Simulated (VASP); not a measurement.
A run of VASP 6.6.1 is set up as follows.

INCAR

```
SYSTEM = Ir
ALGO = Normal
EDIFF = 1E-7
ENCUT = 520
GGA = PE
GGA_COMPAT = .FALSE.
ISIF = 2
ISMEAR = 0
LASPH = .TRUE.
LCHARG = .FALSE.
LMAXMIX = 4
LORBIT = 11
LORBMOM = .TRUE.
LREAL = .FALSE.
LSORBIT = .TRUE.
LWAVE = .FALSE.
MAGMOM = 0 0 0
NBANDS = 20
NELM = 150
PREC = Accurate
SIGMA = 0.05
```

File KPOINTS:

```
k-points
0
G
  12 12 12
  0 0 0
```

File POSCAR:

```
Ir
1.0
   -1.5549320501      1.5549320501      1.5549320501
    1.5549320501     -1.5549320501      1.5549320501
    1.5549320501      1.5549320501     -1.5549320501
Ir
1
Direct
    0.0000000000      0.0000000000      0.0000000000
```

Potentials or basis: VASP PAW PBE potentials, release 64 (Ir).

Run with:

```sh
$ cat potpaw_PBE.64/Ir/POTCAR > POTCAR
$ mpirun -np 1 vasp_ncl > vasp.out
```

(1) Estimate the net moment.

(2) What does it give for the pressure?

Answers

(1) 0.00 μB per cell.

(2) 2.3 GPa.
